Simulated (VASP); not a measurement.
Input of a VASP 6.6.1 run:

Contents of INCAR:

```
PREC = Accurate
ENCUT = 520
EDIFF = 1E-8
ISMEAR = -1
SIGMA = 0.05
LREAL = F
LASPH = T
NELM = 60
ALGO = Normal
ISIF = 2
LWAVE = F
LCHARG = F
GGA = PS
NBANDS = 19
IBRION = 8
NSW = 1
```

Contents of KPOINTS:

```
Automatic mesh
0
Gamma
  10 10 10
```

The input POSCAR:

```
YIn
1.0
    3.6808448472      0.0000000000      0.0000000000
    0.0000000000      3.6808448472      0.0000000000
    0.0000000000      0.0000000000      3.6808448472
Y In
1 1
Direct
    0.5000000000      0.5000000000      0.5000000000
    0.0000000000      0.0000000000      0.0000000000
```

Potentials or basis: VASP PAW PBE potentials, release 64 (Y_sv, In_d).

Run with:

```console
$ cat potpaw_PBE.64/Y_sv/POTCAR potpaw_PBE.64/In_d/POTCAR > POTCAR
$ mpirun -np 1 vasp_std > vasp.out
```

Question: What does it give for the highest phonon frequency at Γ?

Answer: 139 cm⁻¹.

Phonon frequencies in cm⁻¹ (negative: imaginary):
```csv
q point,frequencies
"(0.000, 0.000, 0.000)",0 0 0 139 139 139
```

Caveat: the cell stands under pressure or tension, which shifts response properties.
